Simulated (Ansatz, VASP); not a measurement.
One calculation of Sr2AlO, two programs

INCAR

```
SYSTEM = Sr2AlO
ALGO = Normal
EDIFF = 1E-6
ENCUT = 600
GGA = PE
GGA_COMPAT = .False.
ISIF = 2
ISMEAR = 0
LASPH = .True.
LCHARG = .False.
LREAL = .False.
LWAVE = .False.
NBANDS = 39
NELM = 120
PREC = Accurate
SIGMA = 0.1
```

Contents of KPOINTS:

```
k-points
0
Gamma
  6 6 2
  0 0 0
```

POSCAR

```
Sr2AlO
1.0
    3.9246272911      0.0000000000      0.0000000000
   -1.9623136455      3.3988269345      0.0000000000
    0.0000000000      0.0000000000     14.8881297282
Sr Al O
4 2 2
Direct
    0.6666666667      0.3333333333      0.8821593272
    0.3333333333      0.6666666667      0.1178406728
    0.6666666667      0.3333333333      0.3006388059
    0.3333333333      0.6666666667      0.6993611941
    0.3333333333      0.6666666667      0.4540473995
    0.6666666667      0.3333333333      0.5459526005
    0.0000000000      0.0000000000      0.8048623368
    0.0000000000      0.0000000000      0.1951376632
```

Input for Ansatz:

```yaml
crystal:
  lattice:
    - [3.9246272911, 0.0, 0.0]
    - [-1.9623136455, 3.3988269345, 0.0]
    - [0.0, 0.0, 14.8881297282]
  atoms:
    - { symbol: Sr, position: [0.6666666667, 0.3333333333, 0.8821593272] }
    - { symbol: Sr, position: [0.3333333333, 0.6666666667, 0.1178406728] }
    - { symbol: Sr, position: [0.6666666667, 0.3333333333, 0.3006388059] }
    - { symbol: Sr, position: [0.3333333333, 0.6666666667, 0.6993611941] }
    - { symbol: Al, position: [0.3333333333, 0.6666666667, 0.4540473995] }
    - { symbol: Al, position: [0.6666666667, 0.3333333333, 0.5459526005] }
    - { symbol: O, position: [0.0, 0.0, 0.8048623368] }
    - { symbol: O, position: [0.0, 0.0, 0.1951376632] }
basis:
  ecutwfc: 420
kpoints:
  mp_grid: { grid: [6, 6, 2] }
hamiltonian:
  xc: pbe
scf:
  occupations: { method: gaussian, width: 0.1 }
  lower_state_search: "off"
output:
  forces: true
  stress: true
  eigenvalues: true
```

Change from the starting cell: species swapped into the CeAlSi2 type (P-3m1, No. 164).

Alike in both runs: task single point; functional PBE; k mesh 6 × 6 × 2; occupations gaussian, width 0.1 eV; no spin polarisation.

|  | VASP | Ansatz |
| --- | --- | --- |
| version | VASP 6.6.1 | Ansatz 0.2.0 |
| potentials or method | VASP PAW PBE potentials, release 64 (Sr_sv, Al, O), cutoff 600 eV | scalar-relativistic, plane waves, PAW |
| valence electrons in the cell | 58 | 58 |

|  | VASP | Ansatz | Ansatz less VASP |
| --- | --- | --- | --- |
| gap on the k mesh at the Fermi level (eV) | none | none | - |
| pressure (GPa) | 2.3 | 2.1 | -0.15 |
| traceless stress, the component that is largest in VASP (GPa) | 3.41 | 3.44 | +0.028 |
| rms of the force components (eV/Å) | 0.048 | 0.045 | -0.0031 |

Atom by atom the forces differ by 0.013 eV/Å (rms over components). A gap of «none» marks a metal or a gap that the smearing closes.
